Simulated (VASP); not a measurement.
The system is Li.

```
CELL_PARAMETERS angstrom
4.96121 0.00000 0.00000
-2.48060 4.29653 0.00000
0.00000 0.00000 3.04122
ATOMIC_POSITIONS crystal
Li 0.00000 0.00000 0.00000
Li 0.33333 0.66667 0.50000
Li 0.66667 0.33333 0.50000
```

This isn't the form of Li at room conditions, which is bcc.

* Program: VASP 6.6.1
* Task: relaxation of cell and atoms
* Functional: PBE
* Potentials or basis: VASP PAW PBE potentials, release 64 (Li_sv)
* Cutoff: 600 eV
* k mesh: 7 × 7 × 10
* Occupations: fermi-dirac, width 0.1 eV
* Spin: no spin polarisation

At the start: pressure -0.9 GPa; volume 21.61 Å³/atom.

Question: How do energy, volume and symmetry change on relaxing?

Answer: Over 7 steps the energy falls by 6.9 meV/atom and the volume is 19.98 Å³/atom (-7.5 %); space group P6/mmm (No. 191, to 0.1 Å) before and after.

The path:
| step | energy change (eV) | largest force (eV/Å) | pressure (GPa) | volume (Å³) |
| --- | --- | --- | --- | --- |
| 1 | 0.0000 | 0.0000 | -0.85 | 64.83 |
| 2 | -0.0071 | 0.0000 | -0.68 | 63.75 |
| 3 | -0.0195 | 0.0000 | -0.11 | 60.61 |
| 4 | -0.0203 | 0.0000 | 0.13 | 59.54 |
| 5 | -0.0203 | 0.0000 | 0.10 | 59.67 |
| 6 | -0.0206 | 0.0000 | 0.06 | 59.80 |
| 7 | -0.0208 | 0.0000 | 0.02 | 59.95 |

Final structure:
```
Li
1.0
     4.90651    0.00000    0.00000
    -2.45325    4.24916    0.00000
     0.00000    0.00000    2.87570
Li
3
Direct
  0.00000 0.00000 0.00000
  0.33333 0.66667 0.50000
  0.66667 0.33333 0.50000
```

Caveat: the cutoff is under 1.25 times the usual one of these potentials, so pressure, stress and relaxed cells hold a basis-set (Pulay) error.
